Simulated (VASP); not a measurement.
Here is a VASP 6.6.1 calculation.

Contents of INCAR:

```
SYSTEM = AlN
ALGO = Normal
EDIFF = 1E-7
ENCUT = 520
GGA = PE
ISIF = 2
ISMEAR = 0
LASPH = .True.
LCHARG = .True.
LELF = .True.
LREAL = .False.
LVHAR = .True.
LWAVE = .False.
NBANDS = 26
NELM = 60
PREC = Accurate
SIGMA = 0.05
```

The input KPOINTS:

```
k-points
0
Gamma
  8 8 3
  0 0 0
```

The input POSCAR:

```
AlN
1.0
   -3.1302395629      0.0000000000      0.0000000000
   -1.5651197814     -2.7108669814      0.0000000000
   -0.3130239563      0.0000000000     10.0359593112
Al N
4 4
Direct
    0.2428718975      0.3333333333      0.9046143587
    0.2928718975      0.3333333333      0.4046143587
    0.6512052308      0.6666666667      0.1546143587
    0.6012052308      0.6666666667      0.6546143587
    0.3237947692      0.3333333333      0.0953856413
    0.2737947692      0.3333333333      0.5953856413
    0.6321281025      0.6666666667      0.3453856413
    0.5821281025      0.6666666667      0.8453856413
```

Potentials or basis: VASP PAW PBE potentials, release 64 (Al, N).

The run is started by

```sh
$ cat potpaw_PBE.64/Al/POTCAR potpaw_PBE.64/N/POTCAR > POTCAR
$ mpirun -np 1 vasp_std > vasp.out
```

Task: Predict the band gap on the k mesh.

Result: 3.91 eV, direct.

Task: Estimate the pressure.

Result: -0.4 GPa.

Task: Predict the largest force.

Result: 0.587 eV/Å.

Stress tensor (GPa, compression positive):
```
-0.98  0.47  3.14
 0.47 -0.26  0.13
 3.14  0.13 -0.08
```
